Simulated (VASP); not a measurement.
Write the native input for VASP 6.6.1 that does the following.

* Task: single point
* Functional: PBE
* Potentials or basis: VASP PAW PBE potentials, release 64 (Pb_d, I)
* Cutoff: 500 eV
* k mesh: 6 × 6 × 4
* Occupations: gaussian, width 0.01 eV
* Spin: no spin polarisation
* Dipole correction: no
* Further INCAR settings: ALGO = Normal; EDIFF = 1e-06; NBANDS = 21

The structure of PbI2 lies in POSCAR:

```
PbI2
1.0
    4.5640817624      0.0000000000      0.0000000000
   -2.2820408812      3.9526107512      0.0000000000
    0.0000000000      0.0000000000      7.0475119681
Pb I
1 2
Direct
    0.0000000000      0.0000000000      0.0000000000
    0.3333333333      0.6666666667      0.2667068027
    0.6666666667      0.3333333333      0.7332931973
```

These files were run (other wordings do the same):

INCAR

```
SYSTEM = PbI2
PREC = Accurate
ENCUT = 500
EDIFF = 1E-6
ISMEAR = 0
SIGMA = 0.01
LREAL = .False.
LASPH = .True.
NELM = 120
ALGO = Normal
ISIF = 2
LWAVE = .False.
LCHARG = .True.
GGA = PE
LELF = .True.
LVHAR = .True.
NBANDS = 21
GGA_COMPAT = .False.
```

KPOINTS

```
regular mesh
0
Gamma
  6 6 4
  0 0 0
```

Potentials or basis: VASP PAW PBE potentials, release 64 (Pb_d, I).

Launch:

```console
$ cat potpaw_PBE.64/Pb_d/POTCAR potpaw_PBE.64/I/POTCAR > POTCAR
$ mpirun -np 1 vasp_std > vasp.out
```

It gave:

The pressure is 1.2 GPa, the largest force is 0.046 eV/Å and the band gap on the k mesh is 2.23 eV, direct.

Caveat: spin-orbit coupling is left out, which moves the levels of the heavy elements; this functional lacks dispersion, which binds the layers, so the pressure and a relaxed spacing across them are unreliable.

It took 30 s on 1 thread of AMD EPYC 9R45 96-Core Processor (Zen 5) (shared host), peak memory 0.23 GiB.
